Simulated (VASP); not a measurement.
The system is La2O3.

```xyz
5
Lattice="3.9308 0.0000 0.0000 -1.9654 3.4042 0.0000 0.0000 0.0000 6.1120" Properties=species:S:1:pos:R:3 pbc="T T T"
La    0.0000    2.2694    1.5050
La    1.9654    1.1347    4.6070
O     0.0000    0.0000    0.0000
O     0.0000    2.2694    3.9477
O     1.9654    1.1347    2.1643
```

| Item | Value |
| --- | --- |
| Program | VASP 6.6.1 |
| Task | relaxation of cell and atoms |
| Functional | PBEsol |
| Potentials or basis | VASP PAW PBE potentials, release 64 (La, O) |
| Cutoff | 600 eV |
| k mesh | 6 × 6 × 4 |
| Occupations | fermi-dirac, width 0.05 eV |
| Spin | no spin polarisation |

At the start: pressure -3.3 GPa; volume 16.36 Å³/atom.

Task: Where does the relaxation end?

Result: Over 10 steps the energy falls by 4.4 meV/atom and the volume is 15.93 Å³/atom (-2.6 %); space group P-3m1 (No. 164, to 0.1 Å) before and after.

Step by step:
| step | energy change (eV) | largest force (eV/Å) | pressure (GPa) | volume (Å³) |
| --- | --- | --- | --- | --- |
| 1 | 0.0000 | 0.1038 | -3.30 | 81.78 |
| 2 | 0.0052 | 0.3972 | 3.90 | 77.86 |
| 3 | -0.0203 | 0.1246 | -0.08 | 79.90 |
| 4 | -0.0214 | 0.0209 | -0.04 | 79.75 |
| 5 | -0.0215 | 0.0155 | -0.02 | 79.69 |
| 6 | -0.0217 | 0.0166 | 0.04 | 79.65 |
| 7 | -0.0218 | 0.0170 | 0.07 | 79.61 |
| 8 | -0.0218 | 0.0140 | -0.12 | 79.69 |
| 9 | -0.0218 | 0.0140 | -0.07 | 79.67 |
| 10 | -0.0218 | 0.0058 | -0.05 | 79.65 |

Final structure:
```
La O
1.0
     3.90426    0.00000    0.00000
    -1.95213    3.38119    0.00000
     0.00000    0.00000    6.03358
La O
2 3
Direct
  0.33333 0.66667 0.24533
  0.66667 0.33333 0.75467
  0.00000 0.00000 0.00000
  0.33333 0.66667 0.64597
  0.66667 0.33333 0.35403
```

Caveat: the PAW data sets were made with another functional, which shifts forces and pressure a little.
